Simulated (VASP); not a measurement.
# CuC18 in VASP: single point with PBE

Aim: the single point of CuC18 with PBE.

Everything below comes from runs of VASP 6.6.1. Logs are shortened: lines on timing, memory, paths and dates and some standing lists are left out, and cuts for length are marked.

### 1 The cell of the first run

The cell holds a slab with vacuum, 19 atoms: a = 7.398 Å, b = 7.398 Å, c = 12.000 Å, α = 90.00°, β = 90.00°, γ = 120.00°.

### 2 Single point, PBE, collinear spin

INCAR

```
SYSTEM = CuC18
ALGO = Normal
EDIFF = 1E-6
ENCUT = 520
GGA = PE
ISIF = 2
ISMEAR = 0
ISPIN = 2
LASPH = .TRUE.
LCHARG = .FALSE.
LMAXMIX = 4
LORBIT = 11
LREAL = Auto
LWAVE = .FALSE.
MAGMOM = 0 0 0 0 0 0 0 0 0 0 0 0 0 0 0 0 0 0 1
NBANDS = 60
NELM = 150
PREC = Accurate
SIGMA = 0.05
```

KPOINTS

```
k-points
0
G
  2 2 1
  0 0 0
```

POSCAR

```
CuC18
1.0
    7.3980000272     -0.0000000157      0.0000000000
   -3.6990000272      6.4068559843      0.0000000000
    0.0000000000      0.0000000000     12.0000000000
C Cu
18 1
Direct
    0.0076125457      0.0036643015      0.0801382108
    0.2294034247      0.1149623392      0.0811931832
    0.0078610630      0.3372638648      0.0810200916
    0.2299667915      0.4483167291      0.0805943093
    0.0076125457      0.6706149109      0.0801382108
    0.2294034247      0.7811077523      0.0811931832
    0.3387125389      0.0026896028      0.0848721041
    0.5632467460      0.1149567063      0.0923233611
    0.3409910301      0.3372845101      0.0809951217
    0.5633011534      0.4488462981      0.0812588963
    0.3409910301      0.6703731867      0.0809951217
    0.5633011534      0.7811215221      0.0812588963
    0.6755485512      0.0027026680      0.0849877918
    0.8971496708      0.1149870039      0.0812467559
    0.6755485512      0.3395125499      0.0849877918
    0.8971496708      0.4488293336      0.0812467559
    0.6746269661      0.6706468164      0.0801703810
    0.8966156192      0.7816411429      0.0805437702
    0.5646612031      0.1156639349      0.2633360034
```

Potentials or basis: VASP PAW PBE potentials, release 64 (C, Cu).

Launch:

```bash
$ cat potpaw_PBE.64/C/POTCAR potpaw_PBE.64/Cu/POTCAR > POTCAR
$ mpirun -np 1 vasp_std > vasp.out
```

OUTCAR:

```text
SYSTEM = CuC18
   EDIFF = 1E-6
   ENCUT = 520
   GGA = PE
   ISIF = 2
   ISMEAR = 0
   ISPIN = 2
   LASPH = .TRUE.
   LORBIT = 11
   LREAL = Auto
   NELM = 150
   PREC = Accurate

 ion  position               nearest neighbor table
   1  0.008  0.004  0.080-  14 1.42   2 1.42  18 1.42
   2  0.229  0.115  0.081-   7 1.42   1 1.42   9 1.42
   3  0.008  0.337  0.081-   4 1.42  14 1.42  16 1.42
   4  0.230  0.448  0.081-  11 1.42   9 1.42   3 1.42
   5  0.008  0.671  0.080-  16 1.42   6 1.42  18 1.42
   6  0.229  0.781  0.081-   7 1.42   5 1.42  11 1.42
   7  0.339  0.003  0.085-   6 1.42   2 1.42   8 1.44
   8  0.563  0.115  0.092-   7 1.44  13 1.44  15 1.44  19 2.05
   9  0.341  0.337  0.081-   4 1.42  10 1.42   2 1.42
  10  0.563  0.449  0.081-  15 1.42  17 1.42   9 1.42
  11  0.341  0.670  0.081-   4 1.42  12 1.42   6 1.42
  12  0.563  0.781  0.081-  13 1.42  17 1.42  11 1.42
  13  0.676  0.003  0.085-  12 1.42  14 1.42   8 1.44
  14  0.897  0.115  0.081-  13 1.42   1 1.42   3 1.42
  15  0.676  0.340  0.085-  10 1.42  16 1.42   8 1.44
  16  0.897  0.449  0.081-  15 1.42   5 1.42   3 1.42
  17  0.675  0.671  0.080-  10 1.42  12 1.42  18 1.42
  18  0.897  0.782  0.081-  17 1.42   5 1.42   1 1.42
  19  0.565  0.116  0.263-   8 2.05

  LATTYP: Found a hexagonal cell.
 ALAT       =     7.3980000272
 C/A-ratio  =     1.6220600103

  Lattice vectors:

 A1 = (   7.3980000272,  -0.0000000157,   0.0000000000)
 A2 = (  -3.6990000272,   6.4068559843,   0.0000000000)
 A3 = (   0.0000000000,   0.0000000000,  12.0000000000)

Analysis of symmetry for initial positions (statically):
=====================================================================
 Subroutine PRICEL returns:
 Original cell was already a primitive cell.

 Routine SETGRP: Setting up the symmetry group for a
 hexagonal supercell.

 Subroutine GETGRP returns: Found  2 space group operations
 (whereof  1 operations were pure point group operations)
 out of a pool of 24 trial point group operations.

The static configuration has the point symmetry C_1 .
 The point group associated with its full space group is C_1h.

Analysis of symmetry for dynamics (positions and initial velocities):
=====================================================================
 Subroutine PRICEL returns:
 Original cell was already a primitive cell.

 Routine SETGRP: Setting up the symmetry group for a
 hexagonal supercell.

 Subroutine GETGRP returns: Found  2 space group operations
 (whereof  1 operations were pure point group operations)
 out of a pool of 24 trial point group operations.

The dynamic configuration has the point symmetry C_1 .
 The point group associated with its full space group is C_1h.

Analysis of structural, dynamic, and magnetic symmetry:
=====================================================================
 Subroutine PRICEL returns:
 Original cell was already a primitive cell.

 Routine SETGRP: Setting up the symmetry group for a
 hexagonal supercell.

 Subroutine GETGRP returns: Found  2 space group operations
 (whereof  1 operations were pure point group operations)
 out of a pool of 24 trial point group operations.

The overall configuration has the point symmetry C_1 .
 The point group associated with its full space group is C_1h.

 Subroutine INISYM returns: Found  2 space group operations
 (whereof  1 operations are pure point group operations),
 and found     1 'primitive' translations

----------------------------------------------------------------------------------------

                                     Primitive cell

  volume of cell :     568.7750

  direct lattice vectors                    reciprocal lattice vectors
     7.398000027 -0.000000016  0.000000000     0.135171668  0.078041399  0.000000000
    -3.699000027  6.406855984  0.000000000     0.000000000  0.156082797  0.000000000
     0.000000000  0.000000000 12.000000000     0.000000000  0.000000000  0.083333333

  length of vectors
     7.398000027  7.398000054 12.000000000     0.156082797  0.156082797  0.083333333

  position of ions in fractional coordinates (direct lattice)
     0.007612546  0.003664302  0.080138211
     0.229403425  0.114962339  0.081193183
     0.007861063  0.337263865  0.081020092
     0.229966791  0.448316729  0.080594309
     0.007612546  0.670614911  0.080138211
     0.229403425  0.781107752  0.081193183
[... 11 lines left out ...]
     0.896615619  0.781641143  0.080543770
     0.564661203  0.115663935  0.263336003

  ion indices of the primitive-cell ions
   primitive index   ion index
                 1           1
                 2           2
                 3           3
                 4           4
                 5           5
                 6           6
[... 11 lines left out ...]
                18          18
                19          19

----------------------------------------------------------------------------------------

 KPOINTS: k-points

Automatic generation of k-mesh.
 Grid dimensions read from file:
 generate k-points for:    2    2    1

 Generating k-lattice:

  Cartesian coordinates                     Fractional coordinates (reciprocal lattice)
     0.067585834  0.039020699  0.000000000     0.500000000  0.000000000  0.000000000
     0.000000000  0.078041398  0.000000000     0.000000000  0.500000000  0.000000000
     0.000000000  0.000000000  0.083333333     0.000000000  0.000000000  1.000000000

  Length of vectors
     0.078041399  0.078041398  0.083333333

  Shift w.r.t. Gamma in fractional coordinates (k-lattice)
     0.000000000  0.000000000  0.000000000

 Subroutine IBZKPT returns following result:
 ===========================================

 Found      3 irreducible k-points:

 Following reciprocal coordinates:
            Coordinates               Weight
  0.000000  0.000000  0.000000      1.000000
  0.500000 -0.000000  0.000000      1.000000
  0.000000  0.500000  0.000000      2.000000
   k-points           NKPTS =      3   k-points in BZ     NKDIM =      3   number of bands    NBANDS=     60
   number of dos      NEDOS =    301   number of ions     NIONS =     19
   total plane-waves  NPLWV = 282240
   dimension x,y,z NGX =    56 NGY =   56 NGZ =   90
   dimension x,y,z NGXF=   112 NGYF=  112 NGZF=  180
   ions per type =              18   1
   NGX,Y,Z   is equivalent  to a cutoff of  12.58, 12.58, 12.47 a.u.
   NGXF,Y,Z  is equivalent  to a cutoff of  25.17, 25.17, 24.94 a.u.
 SYSTEM =  CuC18
   PREC   = accura    normal or accurate (medium, high low for compatibility)
   ISTART =      0    job   : 0-new  1-cont  2-samecut
   ICHARG =      2    charge: 1-file 2-atom 10-const
   ISPIN  =      2    spin polarized calculation?
   LNONCOLLINEAR =      F non collinear calculations
   LSORBIT =      F    spin-orbit coupling
   LASPH  =      T    aspherical Exc in radial PAW
   ENCUT  =  520.0 eV  38.22 Ry    6.18 a.u.  13.76 13.76 22.31*2*pi/ulx,y,z
   NELM   =    150;   NELMIN=  2; NELMDL= -5     # of ELM steps
   EDIFF  = 0.1E-05   stopping-criterion for ELM
   LREAL  =      T    real-space projection
   EDIFFG = 0.1E-04   stopping-criterion for IOM
   NSW    =      0    number of steps for IOM
   IBRION =     -1    ionic relax: 0-MD 1-quasi-New 2-CG
   NFREE  =      0    steps in history (QN), initial steepest desc. (CG)
   ISIF   =      2    stress and relaxation
   ISYM   =      2    0-nonsym 1-usesym 2-fastsym
   POTIM  = 0.5000    time-step for ionic-motion
   TEBEG  =    0.0;   TEEND  =   0.0 temperature during run
   PSTRESS=    0.0 pullay stress
   NELECT =      83.0000    total number of electrons
   NUPDOWN=      -1.0000    fix difference up-down
   EMIN   =  10.00;   EMAX   =-10.00  energy-range for DOS
   EFERMI =   0.00;   METHOD = LEGACY
   ISMEAR =     0;   SIGMA  =   0.05  broadening in eV -4-tet -1-fermi 0-gaus
   EFERMI_NEDOS =   21; number of points for ismear=-14 and -15
   IALGO  =     38    algorithm
   IMIX   =      4    mixing-type and parameters
     AMIX     =   0.40;   BMIX     =  1.00
     AMIX_MAG =   1.60;   BMIX_MAG =  1.00
  volume/ion in A,a.u.               =      29.94       202.01
  Fermi-wavevector in a.u.,A,eV,Ry     =   0.861894  1.628744 10.107249  0.742862
  Thomas-Fermi vector in A             =   1.979616
   LORBIT       =     11    0 simple, 1 ext, 2 COOP (PROOUT), +10 PAW based schemes
   GGA     = PE    functional components
   LHFCALC =     F    Hartree Fock is set to
   AEXX    =    0.0000 exact exchange contribution
   IVDW    =     0    specifies the selected vdW correction
   LEPSILON=     F    determine dielectric tensor
   LRPA    =     F    only Hartree local field effects (RPA)
 spin polarized calculation
 Gauss-broadening in eV      SIGMA  =   0.05
  energy-cutoff  :      520.00
  volume of cell :      568.78
 maximum number of plane-waves:     15363
 NGX is ok and might be reduce to    56
   NGX = 27   NGY = 27   NGZ = 45

 number of electron      82.9999995 magnetization       0.8233234

 Free energy of the ion-electron system (eV)
  ---------------------------------------------------
  ext. energy  EPLUGINS =         0.00000000
  ---------------------------------------------------
  free energy    TOTEN  =      -166.25546054 eV

  energy without entropy =     -166.23923902  energy(sigma->0) =     -166.24734978

 E-fermi :  -1.3713     XC(G=0):  -4.1076

 val. band max:       -1.3954618868   @ k =   0.5000  -0.0000   0.0000
 cond. band min:      -1.3600991506   @ k =   0.0000   0.0000   0.0000
 fundamental gap:      0.0353627362
 Fermi energy:        -1.3713492879

 spin component 1

 k-point     1 :       0.0000    0.0000    0.0000
  band No.  band energies     occupation
      1     -21.0361      1.00000
      2     -18.6067      1.00000
      3     -18.4641      1.00000
      4     -18.4635      1.00000
      5     -18.3813      1.00000
      6     -18.3804      1.00000
[... 45 lines left out ...]
     52       3.4283      0.00000
     53       3.5178      0.00000
[... 110 lines left out ...]
     52       3.3573      0.00000
     53       3.8686      0.00000
 Fermi energy:        -1.3713492879

 spin component 2

 k-point     1 :       0.0000    0.0000    0.0000
  band No.  band energies     occupation
      1     -21.0174      1.00000
      2     -18.5774      1.00000
      3     -18.4466      1.00000
      4     -18.4460      1.00000
      5     -18.3712      1.00000
      6     -18.3703      1.00000
[... 45 lines left out ...]
     52       3.5101      0.00000
     53       3.6845      0.00000
[... 110 lines left out ...]
     52       3.8165      0.00000
     53       4.1335      0.00000
 [bands above 53 left out]

------------------------ aborting loop because EDIFF is reached ----------------------------------------

  FORCE on cell =-STRESS in cart. coord.  units (eV):
  Direction    XX          YY          ZZ          XY          YZ          ZX
  --------------------------------------------------------------------------------------
  -------------------------------------------------------------------------------------
  Total        3.5833373      3.5796580     -0.1144260      0.0031864     -0.0018975     -0.0032867
  in kB       10.0938707     10.0835064     -0.3223255      0.0089758     -0.0053452     -0.0092583
  external PRESSURE =       6.6183506 kB  Pullay stress =       0.0000000 kB

 VOLUME and BASIS-vectors are now :
 -----------------------------------------------------------------------------
  energy-cutoff  :      520.00
  volume of cell :      568.78
      direct lattice vectors                 reciprocal lattice vectors
     7.398000027 -0.000000016  0.000000000     0.135171668  0.078041399  0.000000000
    -3.699000027  6.406855984  0.000000000     0.000000000  0.156082797  0.000000000
     0.000000000  0.000000000 12.000000000     0.000000000  0.000000000  0.083333333

 POSITION                                       TOTAL-FORCE (eV/Angst)
 -----------------------------------------------------------------------------------
      0.04276      0.02348      0.96166        -0.000753     -0.003561     -0.000192
      1.27188      0.73655      0.97432         0.008542      0.001376      0.001600
     -1.18938      2.16080      0.97224         0.014757      0.008520     -0.002484
      0.04297      2.87230      0.96713        -0.005409     -0.003123      0.002079
     -2.42429      4.29653      0.96166        -0.003460      0.001128     -0.000192
     -1.19219      5.00444      0.97432         0.005463      0.006710      0.001600
[... 11 lines left out ...]
      3.74187      5.00786      0.96653         0.001592      0.000919     -0.001644
      3.74952      0.74104      3.16003        -0.002060     -0.001189      0.019156
 -----------------------------------------------------------------------------------
    total drift:                                0.008852      0.005275      0.048734

  FREE ENERGIE OF THE ION-ELECTRON SYSTEM (eV)
  ---------------------------------------------------
  free  energy   TOTEN  =      -166.2554605412 eV

  energy  without entropy=     -166.2392390180  energy(sigma->0) =     -166.24734978

 total charge

# of ion       s       p       d       tot
------------------------------------------
    1        0.863   1.792   0.000   2.655
    2        0.862   1.794   0.000   2.656
    3        0.862   1.787   0.000   2.649
    4        0.862   1.791   0.000   2.653
    5        0.863   1.792   0.000   2.655
    6        0.862   1.794   0.000   2.656
[... 11 lines left out ...]
   18        0.862   1.791   0.000   2.654
   19        0.395   0.101   9.333   9.828
--------------------------------------------------
tot         15.906  32.303   9.333  57.542

 magnetization (x)

# of ion       s       p       d       tot
------------------------------------------
    1        0.003   0.040   0.000   0.043
    2       -0.003  -0.034   0.000  -0.037
    3        0.003   0.044   0.000   0.047
    4       -0.002  -0.025   0.000  -0.028
    5        0.003   0.040   0.000   0.043
    6       -0.003  -0.034   0.000  -0.037
[... 11 lines left out ...]
   18       -0.002  -0.025   0.000  -0.028
   19        0.173   0.016   0.002   0.191
--------------------------------------------------
tot          0.181   0.136   0.002   0.320
```

It took 17 min on 1 thread of Oxide Virtual Turin-like, shared host; peak memory 0.82 GiB.

Results:

```yaml
Free_energy: -166.2555 eV
Largest_force: 0.021 eV/Å
Band_gap_on_the_k_mesh: 0.04 eV (least direct gap 0.17 eV)
Net_moment: 0.82 μB per cell
Site_moments: C +0.04, -0.04, +0.05, -0.03, -0.02 (each value once); Cu +0.19 μB
Valence_electrons_inside_the_program's_atomic_spheres: C 2.65, 2.66, 2.64, 2.63 (each value once); Cu 9.83
```

Forces in eV/Å, atoms in the order of the input:
```
C   -0.001 -0.004  0.000
C    0.009  0.001  0.002
C    0.015  0.009 -0.002
C   -0.005 -0.003  0.002
C   -0.003  0.001  0.000
C    0.005  0.007  0.002
C    0.007  0.004  0.000
C   -0.003 -0.002 -0.020
C   -0.004 -0.005  0.001
C    0.003  0.001 -0.001
C   -0.007 -0.001  0.001
C    0.002  0.002 -0.001
C    0.000  0.000 -0.003
C   -0.003 -0.012  0.003
C    0.000  0.000 -0.003
C   -0.012  0.004  0.003
C   -0.003 -0.002 -0.001
C    0.002  0.001 -0.002
Cu  -0.002 -0.001  0.019
```

Levels at points of the mesh, in eV from the valence-band top:
Spin up:
| k point | band 38 | band 39 | band 40 | band 41 | band 42 | band 43 | band 44 | band 45 | band 46 | band 47 |
| --- | --- | --- | --- | --- | --- | --- | --- | --- | --- | --- |
| (0.00, 0.00, 0.00) | -1.88 | -1.88 | -0.45 | -0.19 | -0.19 | 0.04 | 0.31 | 3.46 | 3.92 | 3.92 |
| (0.50, 0.00, 0.00) | -1.92 | -1.87 | -1.77 | -1.74 | 0.00 | 1.47 | 2.18 | 2.27 | 2.41 | 2.47 |
| (0.00, 0.50, 0.00) | -1.92 | -1.87 | -1.77 | -1.74 | 0.00 | 1.48 | 2.18 | 2.27 | 2.41 | 2.47 |
Spin down:
```csv
k point,band 38,band 39,band 40,band 41,band 42,band 43,band 44,band 45
"(0.00, 0.00, 0.00)",-1.78,-1.78,-0.35,-0.14,0.06,0.06,0.80,3.61
"(0.50, 0.00, 0.00)",-1.82,-1.75,-1.67,-1.63,0.67,1.57,2.30,2.33
"(0.00, 0.50, 0.00)",-1.82,-1.75,-1.67,-1.63,0.67,1.57,2.30,2.33
```

Caveat: the k points lie up to 0.49 Å⁻¹ apart.
